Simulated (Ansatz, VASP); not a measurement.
**MoS2: VASP beside Ansatz**

The input INCAR:

```
SYSTEM = MoS2
PREC = Accurate ; ENCUT = 520
EDIFF = 1E-8 ; ISMEAR = -1
SIGMA = 0.03 ; LREAL = .False.
LASPH = .True. ; NELM = 100
ALGO = Normal ; ISIF = 2
LWAVE = .False. ; LCHARG = .False.
GGA = PE ; LEFG = .True.
NBANDS = 35
```

KPOINTS

```
Automatic mesh
0
Gamma
  6 6 10
  0 0 0
```

Contents of POSCAR:

```
MoS2
1.0
    5.9131194967      0.0000000000      0.0000000000
    0.0000000000      5.9131194967      0.0000000000
    0.0000000000      0.0000000000      3.2535622804
Mo S
2 4
Direct
    0.0000000000      0.0000000000      0.0000000000
    0.5000000000      0.5000000000      0.5000000000
    0.2870085415      0.2870085415      0.0000000000
    0.7129914585      0.7129914585      0.0000000000
    0.7870085415      0.2129914585      0.5000000000
    0.2129914585      0.7870085415      0.5000000000
```

Input for Ansatz:

```yaml
crystal:
  lattice:
    - [5.9131194967, 0.0, 0.0]
    - [0.0, 5.9131194967, 0.0]
    - [0.0, 0.0, 3.2535622804]
  atoms:
    - { symbol: Mo, position: [0.0, 0.0, 0.0] }
    - { symbol: Mo, position: [0.5, 0.5, 0.5] }
    - { symbol: S, position: [0.2870085415, 0.2870085415, 0.0] }
    - { symbol: S, position: [0.7129914585, 0.7129914585, 0.0] }
    - { symbol: S, position: [0.7870085415, 0.2129914585, 0.5] }
    - { symbol: S, position: [0.2129914585, 0.7870085415, 0.5] }
kpoints:
  mp_grid: { grid: [6, 6, 10] }
scf:
  occupations: { method: fermi_dirac, width: 0.03 }
hamiltonian:
  xc: pbe
  pseudopotentials: { kind: paw }
output:
  forces: true
  stress: true
  eigenvalues: true
  efg: { contact_densities: true }
```

Change from the starting cell: volume scaled by 1.02, PAW files.

Alike in both runs: task electric field gradients; functional PBE; k mesh 6 × 6 × 10; occupations fermi-dirac, width 0.03 eV; no spin polarisation.

|  | VASP | Ansatz |
| --- | --- | --- |
| version | VASP 6.6.1 | Ansatz 0.2.0 |
| potentials or method | VASP PAW PBE potentials, release 64 (Mo_sv, S) | PAW with Ansatz's default frozen-core files, scalar-relativistic |
| plane-wave cutoff (eV) | 520 | 420 |
| valence electrons in the cell | 52 | 52 |

VASP gave:

| Item | Value |
| --- | --- |
| pressure (GPa) | -2.6 |
| traceless stress, the component that is largest in VASP (GPa) | 0.04 |
| rms of the force components (eV/Å) | 0.041 |
| size of Vzz on the site where it differs most (V/Å²) | 59.3 |

**Question.** Estimate Ansatz's values.

**Answer.** Pressure (GPa): -2.6; traceless stress, the component that is largest in VASP (GPa): 0.07; rms of the force components (eV/Å): 0.042; size of Vzz on the site where it differs most (V/Å²): 56.8.

Atom by atom the forces differ by 0.001 eV/Å (rms over components).
